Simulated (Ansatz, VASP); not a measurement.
Two plane-wave programs on Ta2N

File INCAR:

```
PREC = Accurate ; ENCUT = 520
EDIFF = 1E-6 ; ISMEAR = 0
SIGMA = 0.15 ; LREAL = False
LASPH = True ; NELM = 60
ALGO = Normal ; ISIF = 2
LWAVE = False ; LCHARG = False
NBANDS = 20
```

KPOINTS

```
Automatic mesh
0
Gamma
  18 18 10
```

File POSCAR:

```
Ta2N
1.0
    3.1164360754      0.0000000000      0.0000000000
   -1.5582180377      2.6989128106      0.0000000000
    0.0000000000      0.0000000000      4.7441506376
Ta N
2 1
Direct
    0.6666666667      0.3333333333      0.7466885012
    0.3333333333      0.6666666667      0.2533114988
    0.0000000000      0.0000000000      0.0000000000
```

Input for Ansatz:

```yaml
crystal:
  lattice:
    - [3.1164360754, 0.0, 0.0]
    - [-1.5582180377, 2.6989128106, 0.0]
    - [0.0, 0.0, 4.7441506376]
  atoms:
    - { symbol: Ta, position: [0.6666666667, 0.3333333333, 0.7466885012] }
    - { symbol: Ta, position: [0.3333333333, 0.6666666667, 0.2533114988] }
    - { symbol: "N", position: [0.0, 0.0, 0.0] }
basis:
  ecutwfc: 520.0
kpoints:
  mp_grid: { grid: [18, 18, 10] }
hamiltonian:
  xc: lda
  pseudopotentials: { kind: paw, azcp: { folder: soft_1 } }
scf:
  occupations: { method: gaussian, width: 0.15 }
output:
  forces: true
  stress: true
  eigenvalues: true
```

Alike in both runs: task single point; functional LDA; k mesh 18 × 18 × 10; occupations gaussian, width 0.15 eV; no spin polarisation.

|  | VASP | Ansatz |
| --- | --- | --- |
| version | VASP 6.6.1 | Ansatz 0.2.0 |
| potentials or method | VASP PAW LDA potentials, release 64 (Ta_pv, N), cutoff 520 eV | scalar-relativistic, plane waves, PAW |
| valence electrons in the cell | 27 | 31 |

|  | VASP | Ansatz | Ansatz less VASP |
| --- | --- | --- | --- |
| gap on the k mesh at the Fermi level (eV) | none | none | - |
| pressure (GPa) | -6.3 | -7.7 | -1.42 |
| traceless stress, the component that is largest in VASP (GPa) | 3.87 | 3.95 | +0.084 |
| rms of the force components (eV/Å) | 0.147 | 0.169 | +0.0218 |

Ansatz warns that its potentials were made for another functional, while VASP's fit it. LDA's correlation is that of Perdew and Zunger in VASP and of Perdew and Wang (1992) in Ansatz. Atom by atom the forces differ by 0.022 eV/Å (rms over components). A gap of «none» marks a metal or a gap that the smearing closes. VASP's potentials hold 27 valence electrons a cell and Ansatz's 31, so a difference there can come from the potentials and not from the codes.

Spin-orbit coupling is off throughout.
